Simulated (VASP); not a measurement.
**PbS: single point with PBE**

Crystal: PbS.

```
CELL_PARAMETERS angstrom
0.00000 2.94510 2.94510
2.94510 0.00000 2.94510
2.94510 2.94510 0.00000
ATOMIC_POSITIONS crystal
Pb 0.00000 0.00000 0.00000
S 0.50000 0.50000 0.50000
```

```json
{
 "Program": "VASP 6.6.1",
 "Task": "single point",
 "Functional": "PBE",
 "Potentials or basis": "VASP PAW PBE potentials, release 64 (Pb_d, S)",
 "Cutoff": "520 eV",
 "k mesh": "8 × 8 × 8",
 "Occupations": "fermi-dirac, width 0.06 eV",
 "Spin": "no spin polarisation",
 "Dipole correction": "no",
 "Further INCAR settings": "ALGO = Normal; EDIFF = 1e-07; NBANDS = 17"
}
```

```
Pressure               : 3.5 GPa
Band gap on the k mesh : 0.28 eV, direct
```

Levels at points of the mesh, in eV from the valence-band top:
```csv
k point,band 8,band 9,band 10,band 11,band 12,band 13
"(0.00, 0.00, 0.00)",-2.31,-2.31,-2.31,5.25,5.25,5.25
"(0.50, 0.00, 0.00)",-1.90,-1.90,0.00,0.28,1.89,1.89
"(0.50, 0.50, 0.00)",-5.41,-3.61,-3.61,3.74,5.62,5.74
```

It took 9.9 s on 1 thread of Intel(R) Xeon(R) 6975P-C (Granite Rapids) (shared host), peak memory 0.18 GiB.

Caveat: spin-orbit coupling is left out, which moves the levels of the heavy elements. A k mesh can miss the band edges.
